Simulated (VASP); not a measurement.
A run of VASP 6.6.1:

File INCAR:

```
SYSTEM = CrBrO
PREC = Accurate
ENCUT = 520
EDIFF = 1E-7
ISMEAR = -1
SIGMA = 0.1
LREAL = .FALSE.
LASPH = .TRUE.
NELM = 60
ALGO = Normal
ISIF = 2
LWAVE = .FALSE.
LCHARG = .TRUE.
GGA = CA
LELF = .TRUE.
LVHAR = .TRUE.
NBANDS = 34
```

File KPOINTS:

```
Automatic mesh
0
G
  5 6 2
  0 0 0
```

The input POSCAR:

```
CrBrO
1.0
    3.7431403506      0.0000000000      0.0000000000
    0.0000000000      3.1901258057      0.0000000000
    0.0000000000      0.0000000000      7.6013189584
Cr O Br
2 2 2
Direct
    0.2500000000      0.2500000000      0.0814896568
    0.7500000000      0.7500000000      0.9185103432
    0.2500000000      0.7500000000      0.9238814782
    0.7500000000      0.2500000000      0.0761185218
    0.2500000000      0.7500000000      0.3217714991
    0.7500000000      0.2500000000      0.6782285009
```

Potentials or basis: VASP PAW LDA potentials, release 64 (Cr_pv, O, Br).

Run with:

```sh
$ cat potpaw_LDA.64/Cr_pv/POTCAR potpaw_LDA.64/O/POTCAR potpaw_LDA.64/Br/POTCAR > POTCAR
$ mpirun -np 1 vasp_std > vasp.out
```

Hardware: 1 thread of AMD EPYC 7R13 Processor (Zen 3), on a shared host.

Estimate the wall time of this run.

Run time: 80 s on 1 thread of AMD EPYC 7R13 Processor (Zen 3) (shared host), peak memory 0.17 GiB. Counts: scf iterations 17, k points 24.
